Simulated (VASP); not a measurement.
# BAs (I-4m2) in VASP: single point with r2SCAN

Aim: the single point of BAs with r2SCAN.

Program: VASP 6.6.1. These are calculated values, not measurements. Logs are shortened: lines on timing, memory, paths and dates and some standing lists are left out, and cuts for length are marked.

**1. The cell of the first run**

The structure is tetragonal, space group I-4m2 (No. 119). The conventional cell has a = 3.383 Å, b = 3.383 Å, c = 4.592 Å, α = 90.00°, β = 90.00°, γ = 90.00°. B (site symmetry -4m2) has 4 As at 2.04 Å within 2.7 Å. As (site symmetry -4m2) has 4 B at 2.04 Å within 2.7 Å.

**2. Single point, r2SCAN (strain -0.0400 x Voigt [0, 1, 0, 0, 0, 0])**

POSCAR reads:

```
BAs
1.0
    0.0000000000      2.2962405090      2.3919171969
    2.3919171969      0.0000000000      2.3919171969
    2.3919171969      2.2962405090      0.0000000000
B As
1 1
Direct
    0.0000000000      0.0000000000      0.0000000000
    0.7500000000      0.7500000000      0.7500000000
```

INCAR.step1 reads:

```
ALGO = Normal
EDIFF = 1E-4
ENCUT = 520
GGA = PE
ISMEAR = 0
LASPH = True
LCHARG = False
LREAL = False
LWAVE = True
NBANDS = 11
NELM = 60
PREC = Accurate
SIGMA = 0.05
```

INCAR.step2 reads:

```
ALGO = Normal
EDIFF = 1E-7
ENCUT = 520
ISIF = 2
ISMEAR = 0
ISTART = 1
LASPH = True
LCHARG = False
LMIXTAU = True
LREAL = False
LWAVE = False
METAGGA = R2SCAN
NBANDS = 11
NELM = 60
PREC = Accurate
SIGMA = 0.05
```

KPOINTS reads:

```
k-points
0
Gamma
  10 10 10
```

Potentials or basis: VASP PAW PBE potentials, release 64 (B, As).

Launch:

```bash
$ cat potpaw_PBE.64/B/POTCAR potpaw_PBE.64/As/POTCAR > POTCAR
$ cp INCAR.step1 INCAR
$ mpirun -np 1 vasp_std > vasp.out
$ cp INCAR.step2 INCAR
$ mpirun -np 1 vasp_std > vasp.out
```

OUTCAR:

```text
EDIFF = 1E-7
   ENCUT = 520
   ISIF = 2
   ISMEAR = 0
   ISTART = 1
   LASPH = True
   LREAL = False
   METAGGA = R2SCAN
   NELM = 60
   PREC = Accurate

 ion  position               nearest neighbor table
   1  0.000  0.000  0.000-   2 2.04   2 2.04   2 2.04   2 2.04
   2  0.750  0.750  0.750-   1 2.04   1 2.04   1 2.04   1 2.04

  LATTYP: Found a body centered tetragonal cell.
 ALAT       =     3.3826817399
 C/A-ratio  =     1.3576450199

  Lattice vectors:

 A1 = (   0.0000000000,  -2.2962405090,   2.3919171969)
 A2 = (   0.0000000000,  -2.2962405090,  -2.3919171969)
 A3 = (   2.3919171969,   2.2962405090,   0.0000000000)

Analysis of symmetry for initial positions (statically):
=====================================================================
 Subroutine PRICEL returns:
 Original cell was already a primitive cell.

 Routine SETGRP: Setting up the symmetry group for a
 body centered tetragonal supercell.

 Subroutine GETGRP returns: Found  8 space group operations
 (whereof  8 operations were pure point group operations)
 out of a pool of 16 trial point group operations.

The static configuration has the point symmetry D_2d.

Analysis of symmetry for dynamics (positions and initial velocities):
=====================================================================
 Subroutine PRICEL returns:
 Original cell was already a primitive cell.

 Routine SETGRP: Setting up the symmetry group for a
 body centered tetragonal supercell.

 Subroutine GETGRP returns: Found  8 space group operations
 (whereof  8 operations were pure point group operations)
 out of a pool of 16 trial point group operations.

The dynamic configuration has the point symmetry D_2d.

 Subroutine INISYM returns: Found  8 space group operations
 (whereof  8 operations are pure point group operations),
 and found     1 'primitive' translations

----------------------------------------------------------------------------------------

                                     Primitive cell

  volume of cell :      26.2748

  direct lattice vectors                    reciprocal lattice vectors
     0.000000000  2.296240509  2.391917197    -0.209037337  0.217747226  0.209037337
     2.391917197  0.000000000  2.391917197     0.209037337 -0.217747226  0.209037337
     2.391917197  2.296240509  0.000000000     0.209037337  0.217747226 -0.209037337

  length of vectors
     3.315718376  3.382681740  3.315718376     0.367160824  0.367160824  0.367160824

  position of ions in fractional coordinates (direct lattice)
     0.000000000  0.000000000  0.000000000
     0.750000000  0.750000000  0.750000000

  ion indices of the primitive-cell ions
   primitive index   ion index
                 1           1
                 2           2

----------------------------------------------------------------------------------------

 KPOINTS: k-points

Automatic generation of k-mesh.
 Grid dimensions read from file:
 generate k-points for:   10   10   10

 Generating k-lattice:

  Cartesian coordinates                     Fractional coordinates (reciprocal lattice)
    -0.020903734  0.021774723  0.020903734     0.100000000  0.000000000  0.000000000
     0.020903734 -0.021774723  0.020903734     0.000000000  0.100000000  0.000000000
     0.020903734  0.021774723 -0.020903734     0.000000000  0.000000000  0.100000000

  Length of vectors
     0.036716082  0.036716082  0.036716082

  Shift w.r.t. Gamma in fractional coordinates (k-lattice)
     0.000000000  0.000000000  0.000000000

 Subroutine IBZKPT returns following result:
 ===========================================

 Found    102 irreducible k-points:

 Following reciprocal coordinates:
            Coordinates               Weight
  0.000000  0.000000  0.000000      1.000000
  0.100000  0.000000  0.000000      8.000000
  0.200000  0.000000  0.000000      8.000000
  0.300000  0.000000  0.000000      8.000000
  0.400000  0.000000  0.000000      8.000000
  0.500000  0.000000  0.000000      4.000000
[... 16 lines left out ...]
  0.300000  0.300000  0.000000      4.000000
  0.400000  0.300000  0.000000     16.000000
 [... further k-points ...]
   k-points           NKPTS =    102   k-points in BZ     NKDIM =    102   number of bands    NBANDS=     11
   number of dos      NEDOS =    301   number of ions     NIONS =      2
   total plane-waves  NPLWV =  21952
   dimension x,y,z NGX =    28 NGY =   28 NGZ =   28
   dimension x,y,z NGXF=    56 NGYF=   56 NGZF=   56
   ions per type =               1   1
   NGX,Y,Z   is equivalent  to a cutoff of  14.04, 13.76, 14.04 a.u.
   NGXF,Y,Z  is equivalent  to a cutoff of  28.08, 27.52, 28.08 a.u.
 SYSTEM =  unknown system
   PREC   = accura    normal or accurate (medium, high low for compatibility)
   ISTART =      1    job   : 0-new  1-cont  2-samecut
   ICHARG =      0    charge: 1-file 2-atom 10-const
   ISPIN  =      1    spin polarized calculation?
   LNONCOLLINEAR =      F non collinear calculations
   LSORBIT =      F    spin-orbit coupling
   LASPH  =      T    aspherical Exc in radial PAW
   ENCUT  =  520.0 eV  38.22 Ry    6.18 a.u.   6.17  6.29  6.17*2*pi/ulx,y,z
   NELM   =     60;   NELMIN=  2; NELMDL=  0     # of ELM steps
   EDIFF  = 0.1E-06   stopping-criterion for ELM
   LREAL  =      F    real-space projection
   EDIFFG = 0.1E-05   stopping-criterion for IOM
   NSW    =      0    number of steps for IOM
   IBRION =     -1    ionic relax: 0-MD 1-quasi-New 2-CG
   NFREE  =      0    steps in history (QN), initial steepest desc. (CG)
   ISIF   =      2    stress and relaxation
   ISYM   =      2    0-nonsym 1-usesym 2-fastsym
   POTIM  = 0.5000    time-step for ionic-motion
   TEBEG  =    0.0;   TEEND  =   0.0 temperature during run
   PSTRESS=    0.0 pullay stress
   NELECT =       8.0000    total number of electrons
   NUPDOWN=      -1.0000    fix difference up-down
   EMIN   =  10.00;   EMAX   =-10.00  energy-range for DOS
   EFERMI =   0.00;   METHOD = LEGACY
   ISMEAR =     0;   SIGMA  =   0.05  broadening in eV -4-tet -1-fermi 0-gaus
   EFERMI_NEDOS =   21; number of points for ismear=-14 and -15
   IALGO  =     38    algorithm
   IMIX   =      4    mixing-type and parameters
     AMIX     =   0.40;   BMIX     =  1.00
     AMIX_MAG =   1.60;   BMIX_MAG =  1.00
  volume/ion in A,a.u.               =      13.14        88.66
  Fermi-wavevector in a.u.,A,eV,Ry     =   1.101349  2.081248 16.503452  1.212970
  Thomas-Fermi vector in A             =   2.237775
   LORBIT       =      0    0 simple, 1 ext, 2 COOP (PROOUT), +10 PAW based schemes
   METAGGA = R2SCAN    functional components
   LHFCALC =     F    Hartree Fock is set to
   AEXX    =    0.0000 exact exchange contribution
   IVDW    =     0    specifies the selected vdW correction
   LEPSILON=     F    determine dielectric tensor
   LRPA    =     F    only Hartree local field effects (RPA)
 non-spin polarized calculation
 Gauss-broadening in eV      SIGMA  =   0.05
  energy-cutoff  :      520.00
  volume of cell :       26.27
 maximum number of plane-waves:       721
 NGX is ok and might be reduce to    28
   NGX = 13   NGY = 13   NGZ = 13

 number of electron       8.0000001 magnetization

 Free energy of the ion-electron system (eV)
  ---------------------------------------------------
  ext. energy  EPLUGINS =         0.00000000
  ---------------------------------------------------
  free energy    TOTEN  =       -22.21292369 eV

  energy without entropy =      -22.21292369  energy(sigma->0) =      -22.21292369

 E-fermi :   6.9901     XC(G=0): -11.3012

 val. band max:        6.7137026947   @ k =   0.0000   0.0000   0.0000
 cond. band min:       7.3891226779   @ k =   0.4000   0.0000   0.4000
 fundamental gap:      0.6754199833
 Fermi energy:         6.9900625996

 k-point     1 :       0.0000    0.0000    0.0000
  band No.  band energies     occupation
      1     -10.0702      2.00000
      2       6.3032      2.00000
      3       6.3032      2.00000
      4       6.7137      2.00000
      5       9.7445      0.00000
      6      10.0366      0.00000
      7      10.0366      0.00000
      8      12.0674      0.00000
      9      17.0339      0.00000
     10      19.4455      0.00000
     11      20.5024      0.00000

 k-point     2 :       0.1000    0.0000    0.0000
  band No.  band energies     occupation
      1      -9.8918      2.00000
      2       4.9297      2.00000
      3       5.9567      2.00000
      4       6.2697      2.00000
      5      10.0717      0.00000
      6      10.4549      0.00000
      7      10.4610      0.00000
      8      12.8777      0.00000
      9      17.7111      0.00000
     10      18.5294      0.00000
     11      19.2686      0.00000

 k-point     3 :       0.2000    0.0000    0.0000
  band No.  band energies     occupation
      1      -9.3648      2.00000
      2       2.3971      2.00000
      3       5.2911      2.00000
      4       5.6546      2.00000
      5      10.0474      0.00000
      6      11.1771      0.00000
      7      11.1979      0.00000
      8      14.5291      0.00000
      9      17.9850      0.00000
     10      18.2238      0.00000
     11      18.9567      0.00000

 k-point     4 :       0.3000    0.0000    0.0000
  band No.  band energies     occupation
      1      -8.5256      2.00000
      2      -0.0801      2.00000
      3       4.6967      2.00000
      4       5.1316      2.00000
      5       9.7917      0.00000
      6      11.4825      0.00000
      7      11.7386      0.00000
      8      15.8084      0.00000
      9      18.4234      0.00000
     10      18.7517      0.00000
     11      19.2102      0.00000
[... 239 lines left out ...]
 k-point    22 :      -0.2000    0.2000   -0.0000
  band No.  band energies     occupation
      1      -8.2172      2.00000
      2       0.5141      2.00000
      3       1.9071      2.00000
      4       5.1423      2.00000
      5      10.9803      0.00000
      6      11.8087      0.00000
      7      12.9783      0.00000
      8      14.1792      0.00000
      9      17.0046      0.00000
     10      20.1862      0.00000
     11      21.9913      0.00000

 k-point    23 :       0.3000    0.3000    0.0000
  band No.  band energies     occupation
      1      -8.0338      2.00000
      2       0.7256      2.00000
      3       3.0015      2.00000
      4       3.1236      2.00000
      5       8.1930      0.00000
      6      10.5069      0.00000
      7      15.1629      0.00000
      8      16.1293      0.00000
      9      18.3805      0.00000
     10      22.3120      0.00000
     11      22.9536      0.00000

 k-point    24 :       0.4000    0.3000    0.0000
  band No.  band energies     occupation
      1      -7.2454      2.00000
      2      -0.6015      2.00000
      3       2.1605      2.00000
      4       2.7542      2.00000
      5       8.5220      0.00000
      6      10.2963      0.00000
      7      15.6836      0.00000
      8      16.7333      0.00000
      9      19.5401      0.00000
     10      23.1039      0.00000
     11      23.7829      0.00000

 [... further k-points ...]
[... 5 lines left out ...]
  --------------------------------------------------------------------------------------
  -------------------------------------------------------------------------------------
  Total        0.5961849      2.0454953      0.5961849      0.0000000      0.0000000      0.0000000
  in kB       36.3539772    124.7295670     36.3539772      0.0000000      0.0000000      0.0000000
  external PRESSURE =      65.8125071 kB  Pullay stress =       0.0000000 kB

 VOLUME and BASIS-vectors are now :
 -----------------------------------------------------------------------------
  energy-cutoff  :      520.00
  volume of cell :       26.27
      direct lattice vectors                 reciprocal lattice vectors
     0.000000000  2.296240509  2.391917197    -0.209037337  0.217747226  0.209037337
     2.391917197  0.000000000  2.391917197     0.209037337 -0.217747226  0.209037337
     2.391917197  2.296240509  0.000000000     0.209037337  0.217747226 -0.209037337

 POSITION                                       TOTAL-FORCE (eV/Angst)
 -----------------------------------------------------------------------------------
      0.00000      0.00000      0.00000         0.000000      0.000000      0.000000
      3.58788      3.44436      3.58788        -0.000000      0.000000     -0.000000
 -----------------------------------------------------------------------------------
    total drift:                                0.000000      0.000000      0.000000

  FREE ENERGIE OF THE ION-ELECTRON SYSTEM (eV)
  ---------------------------------------------------
  free  energy   TOTEN  =       -22.2129236852 eV

  energy  without entropy=      -22.2129236852  energy(sigma->0) =      -22.21292369
```

It took 100 s on 1 thread of Intel Xeon 6975P-C, shared host; peak memory 0.19 GiB.

Results:

```yaml
Free_energy: -22.2129 eV
Pressure: 6.6 GPa
Band_gap_on_the_k_mesh: 0.68 eV, indirect (least direct gap 3.03 eV)
```

Caveat: the cell differs from its parent crystal (strain -0.0400 x Voigt [0, 1, 0, 0, 0, 0]); the PAW data sets were made with another functional, which shifts forces and pressure a little. A k mesh can miss the band edges.
